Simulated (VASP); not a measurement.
# Au (Cmcm) in VASP: a series of runs

Aim: see how the results for Au move with the level of theory and the settings. Levels: BLYP+U, revPBE. Tasks: single point.

Program: VASP 6.6.1. These are calculated values, not measurements. Logs are shortened: lines on timing, memory, paths and dates and some standing lists are left out, and cuts for length are marked.

### Step 1. The cell of the first run

It takes space group Cmcm (No. 63, orthorhombic). The conventional cell has a = 2.823 Å, b = 5.112 Å, c = 4.893 Å, α = 90.00°, β = 90.00°, γ = 90.00°. Au (site symmetry m2m) has 12 Au at 2.82 to 2.97 Å within 3.7 Å.

### Step 2. Single point, BLYP+U

The input, INCAR:

```
AGGAC = 1.0
AGGAX = 1.0
ALDAC = 0.0
ALDAX = 1.0
ALGO = Normal
EDIFF = 1E-6
ENCUT = 500
GGA = B5
GGA_COMPAT = F
ISIF = 2
ISMEAR = 0
LASPH = T
LCHARG = F
LDAU = T
LDAUJ = 0
LDAUL = 2
LDAUPRINT = 1
LDAUTYPE = 2
LDAUU = 4.1
LMAXMIX = 4
LREAL = F
LWAVE = F
NBANDS = 18
NELM = 200
PREC = Accurate
SIGMA = 0.1
```

The input, KPOINTS:

```
k-points
0
Gamma
  2 2 1
```

The input, POSCAR:

```
Au
1.0
    1.4113099650     -2.5559330250      0.0000000000
    1.4113099650      2.5559330250      0.0000000000
    0.0000000000      0.0000000000      4.8931696100
Au
2
Direct
    0.6653279700      0.3346720300      0.2500000000
    0.3346720300      0.6653279700      0.7500000000
```

Potentials or basis: VASP PAW PBE potentials, release 64 (Au).

The run is started by

```
$ cat potpaw_PBE.64/Au/POTCAR > POTCAR
$ mpirun -np 1 vasp_std > vasp.out
```

OUTCAR:

```text
EDIFF = 1E-6
   ENCUT = 500
   GGA = B5
   ISIF = 2
   ISMEAR = 0
   LASPH = T
   LREAL = F
   NELM = 200
   PREC = Accurate

 ion  position               nearest neighbor table
   1  0.665  0.335  0.250-   2 2.95   2 2.95   2 2.95   2 2.95   2 2.97   2 2.97
   2  0.335  0.665  0.750-   1 2.95   1 2.95   1 2.95   1 2.95   1 2.97   1 2.97

  LATTYP: Found a base centered orthorhombic cell.
 ALAT       =     2.8226199300
 B/A-ratio  =     1.8110359088
 C/A-ratio  =     1.7335559627

  Lattice vectors:

 A1 = (   1.4113099650,  -2.5559330250,   0.0000000000)
 A2 = (   1.4113099650,   2.5559330250,   0.0000000000)
 A3 = (   0.0000000000,   0.0000000000,   4.8931696100)

Analysis of symmetry for initial positions (statically):
=====================================================================
 Subroutine PRICEL returns:
 Original cell was already a primitive cell.

 Routine SETGRP: Setting up the symmetry group for a
 base centered orthorhombic supercell.

 Subroutine GETGRP returns: Found  8 space group operations
 (whereof  4 operations were pure point group operations)
 out of a pool of  8 trial point group operations.

The static configuration has the point symmetry C_2h.
 The point group associated with its full space group is D_2h.

Analysis of symmetry for dynamics (positions and initial velocities):
=====================================================================
 Subroutine PRICEL returns:
 Original cell was already a primitive cell.

 Routine SETGRP: Setting up the symmetry group for a
 base centered orthorhombic supercell.

 Subroutine GETGRP returns: Found  8 space group operations
 (whereof  4 operations were pure point group operations)
 out of a pool of  8 trial point group operations.

The dynamic configuration has the point symmetry C_2h.
 The point group associated with its full space group is D_2h.

 Subroutine INISYM returns: Found  8 space group operations
 (whereof  4 operations are pure point group operations),
 and found     1 'primitive' translations

----------------------------------------------------------------------------------------

                                     Primitive cell

  volume of cell :      35.3014

  direct lattice vectors                    reciprocal lattice vectors
     1.411309965 -2.555933025  0.000000000     0.354280783 -0.195623279  0.000000000
     1.411309965  2.555933025  0.000000000     0.354280783  0.195623279  0.000000000
     0.000000000  0.000000000  4.893169610     0.000000000  0.000000000  0.204366511

  length of vectors
     2.919689957  2.919689957  4.893169610     0.404701545  0.404701545  0.204366511

  position of ions in fractional coordinates (direct lattice)
     0.665327970  0.334672030  0.250000000
     0.334672030  0.665327970  0.750000000

  ion indices of the primitive-cell ions
   primitive index   ion index
                 1           1
                 2           2

----------------------------------------------------------------------------------------

 KPOINTS: k-points

Automatic generation of k-mesh.
 Grid dimensions read from file:
 generate k-points for:    2    2    1

 Generating k-lattice:

[... 66 lines left out ...]
   U (eV)           for each species LDAUU =   4.1
   J (eV)           for each species LDAUJ =   0.0
   GGA     = B5    functional components
   LHFCALC =     F    Hartree Fock is set to
   AEXX    =    0.0000 exact exchange contribution
   IVDW    =     0    specifies the selected vdW correction
   LEPSILON=     F    determine dielectric tensor
   LRPA    =     F    only Hartree local field effects (RPA)
 non-spin polarized calculation
 Gauss-broadening in eV      SIGMA  =   0.10
  energy-cutoff  :      500.00
  volume of cell :       35.30
 maximum number of plane-waves:       900
 NGX is ok and might be reduce to    24
   NGX = 11   NGY = 11   NGZ = 17

atom =   1  type =  1  l = 2

 onsite density matrix

spin component  1

  0.9184 -0.0000 -0.0000 -0.0000  0.0000
 -0.0000  0.9244 -0.0000  0.0000  0.0000
 -0.0000 -0.0000  0.8455 -0.0000  0.0125
 -0.0000  0.0000 -0.0000  0.9270  0.0000
  0.0000  0.0000  0.0125  0.0000  0.9086

spin component  2

  0.9184 -0.0000 -0.0000 -0.0000  0.0000
 -0.0000  0.9244 -0.0000  0.0000  0.0000
 -0.0000 -0.0000  0.8455 -0.0000  0.0125
 -0.0000  0.0000 -0.0000  0.9270  0.0000
  0.0000  0.0000  0.0125  0.0000  0.9086

 occupancies and eigenvectors

  o =  0.8431  v =  0.0000 -0.0000 -0.9822 -0.0000  0.1876  0.0000  0.0000  0.0000  0.0000  0.0000      0.0000  0.0000  0.0000  0.0000  0.0000  0.0000  0.0000  0.0000  0.0000  0.0000
  o =  0.8431  v =  0.0000  0.0000  0.0000  0.0000  0.0000  0.0000 -0.0000 -0.9822 -0.0000  0.1876      0.0000  0.0000  0.0000  0.0000  0.0000  0.0000  0.0000  0.0000  0.0000  0.0000
  o =  0.9110  v =  0.0000 -0.0000 -0.1876 -0.0000 -0.9822  0.0000  0.0000  0.0000  0.0000  0.0000      0.0000  0.0000  0.0000  0.0000  0.0000  0.0000  0.0000  0.0000  0.0000  0.0000
  o =  0.9110  v =  0.0000  0.0000  0.0000  0.0000  0.0000  0.0000 -0.0000 -0.1876 -0.0000 -0.9822      0.0000  0.0000  0.0000  0.0000  0.0000  0.0000  0.0000  0.0000  0.0000  0.0000
  o =  0.9184  v =  0.0000  0.0000  0.0000  0.0000  0.0000  1.0000  0.0000  0.0000  0.0000  0.0000      0.0000  0.0000  0.0000  0.0000  0.0000  0.0000  0.0000  0.0000  0.0000  0.0000
  o =  0.9184  v =  1.0000  0.0000  0.0000  0.0000  0.0000  0.0000  0.0000  0.0000  0.0000  0.0000      0.0000  0.0000  0.0000  0.0000  0.0000  0.0000  0.0000  0.0000  0.0000  0.0000
  o =  0.9244  v =  0.0000  1.0000 -0.0000  0.0000 -0.0000  0.0000  0.0000  0.0000  0.0000  0.0000      0.0000  0.0000  0.0000  0.0000  0.0000  0.0000  0.0000  0.0000  0.0000  0.0000
  o =  0.9244  v =  0.0000  0.0000  0.0000  0.0000  0.0000  0.0000  1.0000 -0.0000  0.0000 -0.0000      0.0000  0.0000  0.0000  0.0000  0.0000  0.0000  0.0000  0.0000  0.0000  0.0000
  o =  0.9270  v =  0.0000  0.0000  0.0000  0.0000  0.0000  0.0000  0.0000  0.0000 -1.0000 -0.0000      0.0000  0.0000  0.0000  0.0000  0.0000  0.0000  0.0000  0.0000  0.0000  0.0000
  o =  0.9270  v =  0.0000  0.0000  0.0000 -1.0000 -0.0000  0.0000  0.0000  0.0000  0.0000  0.0000      0.0000  0.0000  0.0000  0.0000  0.0000  0.0000  0.0000  0.0000  0.0000  0.0000

atom =   2  type =  1  l = 2

 onsite density matrix

spin component  1

  0.9184 -0.0000 -0.0000  0.0000  0.0000
 -0.0000  0.9244  0.0000  0.0000  0.0000
 -0.0000  0.0000  0.8455 -0.0000  0.0125
  0.0000  0.0000 -0.0000  0.9270  0.0000
  0.0000  0.0000  0.0125  0.0000  0.9086

spin component  2

  0.9184 -0.0000 -0.0000  0.0000  0.0000
 -0.0000  0.9244  0.0000  0.0000  0.0000
 -0.0000  0.0000  0.8455 -0.0000  0.0125
  0.0000  0.0000 -0.0000  0.9270  0.0000
  0.0000  0.0000  0.0125  0.0000  0.9086

 occupancies and eigenvectors

  o =  0.8431  v =  0.0000 -0.0000 -0.9822  0.0000  0.1876  0.0000  0.0000  0.0000  0.0000  0.0000      0.0000  0.0000  0.0000  0.0000  0.0000  0.0000  0.0000  0.0000  0.0000  0.0000
  o =  0.8431  v =  0.0000  0.0000  0.0000  0.0000  0.0000  0.0000 -0.0000 -0.9822  0.0000  0.1876      0.0000  0.0000  0.0000  0.0000  0.0000  0.0000  0.0000  0.0000  0.0000  0.0000
  o =  0.9110  v =  0.0000  0.0000 -0.1876  0.0000 -0.9822  0.0000  0.0000  0.0000  0.0000  0.0000      0.0000  0.0000  0.0000  0.0000  0.0000  0.0000  0.0000  0.0000  0.0000  0.0000
  o =  0.9110  v =  0.0000  0.0000  0.0000  0.0000  0.0000  0.0000  0.0000 -0.1876  0.0000 -0.9822      0.0000  0.0000  0.0000  0.0000  0.0000  0.0000  0.0000  0.0000  0.0000  0.0000
  o =  0.9184  v =  0.0000  0.0000  0.0000  0.0000  0.0000  1.0000  0.0000  0.0000  0.0000  0.0000      0.0000  0.0000  0.0000  0.0000  0.0000  0.0000  0.0000  0.0000  0.0000  0.0000
  o =  0.9184  v =  1.0000  0.0000  0.0000  0.0000  0.0000  0.0000  0.0000  0.0000  0.0000  0.0000      0.0000  0.0000  0.0000  0.0000  0.0000  0.0000  0.0000  0.0000  0.0000  0.0000
  o =  0.9244  v =  0.0000 -1.0000  0.0000  0.0000 -0.0000  0.0000  0.0000  0.0000  0.0000  0.0000      0.0000  0.0000  0.0000  0.0000  0.0000  0.0000  0.0000  0.0000  0.0000  0.0000
  o =  0.9244  v =  0.0000  0.0000  0.0000  0.0000  0.0000  0.0000 -1.0000  0.0000  0.0000 -0.0000      0.0000  0.0000  0.0000  0.0000  0.0000  0.0000  0.0000  0.0000  0.0000  0.0000
  o =  0.9270  v =  0.0000  0.0000  0.0000  0.0000  0.0000  0.0000  0.0000  0.0000  1.0000  0.0000      0.0000  0.0000  0.0000  0.0000  0.0000  0.0000  0.0000  0.0000  0.0000  0.0000
  o =  0.9270  v =  0.0000  0.0000  0.0000  1.0000  0.0000  0.0000  0.0000  0.0000  0.0000  0.0000      0.0000  0.0000  0.0000  0.0000  0.0000  0.0000  0.0000  0.0000  0.0000  0.0000

 number of electron      21.9999997 magnetization

 Free energy of the ion-electron system (eV)
  ---------------------------------------------------
  ext. energy  EPLUGINS =         0.00000000
  ---------------------------------------------------
  free energy    TOTEN  =         2.80076821 eV

  energy without entropy =        2.82898370  energy(sigma->0) =        2.81487596

 E-fermi :   9.5753     XC(G=0): -11.8285

 val. band max:        9.5753248760   @ k =   0.5000  -0.0000   0.0000
 cond. band min:      10.1995170509   @ k =   0.5000   0.5000   0.0000
 fundamental gap:      0.6241921749
 Fermi energy:         9.5753284907

 k-point     1 :       0.0000    0.0000    0.0000
  band No.  band energies     occupation
      1       0.0658      2.00000
      2       1.5137      2.00000
      3       3.3184      2.00000
      4       3.4901      2.00000
      5       3.6853      2.00000
      6       3.8739      2.00000
[... 40 lines left out ...]
      5       3.9037      2.00000
      6       4.2479      2.00000
[... 10 lines left out ...]
     17      20.7316      0.00000
     18      24.9991      0.00000

------------------------ aborting loop because EDIFF is reached ----------------------------------------

  FORCE on cell =-STRESS in cart. coord.  units (eV):
  Direction    XX          YY          ZZ          XY          YZ          ZX
  --------------------------------------------------------------------------------------
  -------------------------------------------------------------------------------------
  Total        7.0740770      9.1082957      0.8175373      0.0000000      0.0000000      0.0000000
  in kB      321.0614921    413.3858070     37.1044537      0.0000000      0.0000000      0.0000000
  external PRESSURE =     257.1839176 kB  Pullay stress =       0.0000000 kB

 VOLUME and BASIS-vectors are now :
 -----------------------------------------------------------------------------
  energy-cutoff  :      500.00
  volume of cell :       35.30
      direct lattice vectors                 reciprocal lattice vectors
     1.411309965 -2.555933025  0.000000000     0.354280783 -0.195623279  0.000000000
     1.411309965  2.555933025  0.000000000     0.354280783  0.195623279  0.000000000
     0.000000000  0.000000000  4.893169610     0.000000000  0.000000000  0.204366511

 POSITION                                       TOTAL-FORCE (eV/Angst)
 -----------------------------------------------------------------------------------
      1.41131     -0.84513      1.22329         0.000000     -0.346797     -0.000000
      1.41131      0.84513      3.66988         0.000000      0.346797      0.000000
 -----------------------------------------------------------------------------------
    total drift:                                0.000000      0.000000     -0.000000

  FREE ENERGIE OF THE ION-ELECTRON SYSTEM (eV)
  ---------------------------------------------------
  free  energy   TOTEN  =         2.8007682112 eV

  energy  without entropy=        2.8289837011  energy(sigma->0) =        2.81487596
```

It took 22 s on 1 thread of Intel Xeon 8259CL, shared host; peak memory 0.14 GiB.

Results:

| Item | Value |
| --- | --- |
| Free energy | 2.8008 eV |
| Pressure | 25.7 GPa |
| Largest force | 0.347 eV/Å |
| Band gap on the k mesh | zero (band 11 reaches 9.58 eV, above the bottom of band 12 at 8.66 eV) |

Forces in eV/Å, atoms in the order of the input:
```
Au   0.000 -0.347  0.000
Au   0.000  0.347  0.000
```

Eigenvalues of the final occupation matrices:
```
    site  spin  trace               eigenvalues
site 1 d     1   4.52  0.84 0.91 0.92 0.92 0.93
site 1 d     2   4.52  0.84 0.91 0.92 0.92 0.93
site 2 d     1   4.52  0.84 0.91 0.92 0.92 0.93
site 2 d     2   4.52  0.84 0.91 0.92 0.92 0.93
```

Caveat: the k points lie up to 1.28 Å⁻¹ apart; the PAW data sets were made with another functional, which shifts forces and pressure a little; spin-orbit coupling is left out, which moves the levels of the heavy elements; U without spin polarisation on a metal has little footing; the U is typed as a test and isn't derived for this compound.

### Step 3. Single point, revPBE

The input, INCAR:

```
PREC = Accurate
ENCUT = 500
EDIFF = 1E-6
ISMEAR = 0
SIGMA = 0.1
LREAL = F
LASPH = T
NELM = 120
ALGO = Normal
ISIF = 2
LWAVE = F
LCHARG = T
GGA = RE
LELF = T
LVHAR = T
NBANDS = 18
GGA_COMPAT = F
```

The input, KPOINTS:

```
Automatic mesh
0
Gamma
  4 4 2
```

POSCAR is that of step 2.

Potentials or basis: VASP PAW PBE potentials, release 64 (Au).

The run is started by

```
$ cat potpaw_PBE.64/Au/POTCAR > POTCAR
$ mpirun -np 1 vasp_std > vasp.out
```

It took 14 s on 1 thread of Intel Xeon 8259CL, shared host; peak memory 0.15 GiB.

Results (log left out):

```yaml
Free_energy: -5.1915 eV
Pressure: 6.5 GPa
Largest_force: 0.211 eV/Å
Band_gap_on_the_k_mesh: zero (band 11 reaches 10.16 eV, above the bottom of band 12 at 6.43 eV)
```

Forces in eV/Å, atoms in the order of the input:
```
Au   0.000  0.211  0.000
Au   0.000 -0.211  0.000
```

Stress tensor (GPa, compression positive):
```
 7.97  0.00  0.00
 0.00 10.24  0.00
 0.00  0.00  1.36
```

Levels at points of the mesh, in eV from the Fermi level:
```
           k point  band 7  band 8  band 9  band 10  band 11  band 12  band 13  band 14  band 15  band 16
(0.00, 0.00, 0.00)   -4.38   -3.99   -3.84    -2.70    -2.65    -1.52     1.91    14.04    15.02    16.19
(0.50, 0.00, 0.00)   -3.98   -2.51   -2.34    -2.18     0.00     1.23     5.27     6.76     6.78     9.51
(0.50, 0.50, 0.00)   -4.11   -2.43   -2.42    -2.24    -0.27     0.77     4.89     6.30     6.42    10.57
(0.00, 0.00, 0.50)   -4.69   -4.69   -3.16    -3.16    -3.04    -3.04     9.71     9.71    14.37    14.37
(0.50, 0.00, 0.50)   -2.89   -2.89   -2.23    -2.23     0.19     0.19     3.53     3.53    12.59    12.59
(0.50, 0.50, 0.50)   -2.87   -2.87   -2.31    -2.31    -0.18    -0.18     2.99     2.99    12.16    12.16
```

Caveat: the k points lie up to 0.64 Å⁻¹ apart; the PAW data sets were made with another functional, which shifts forces and pressure a little; spin-orbit coupling is left out, which moves the levels of the heavy elements.
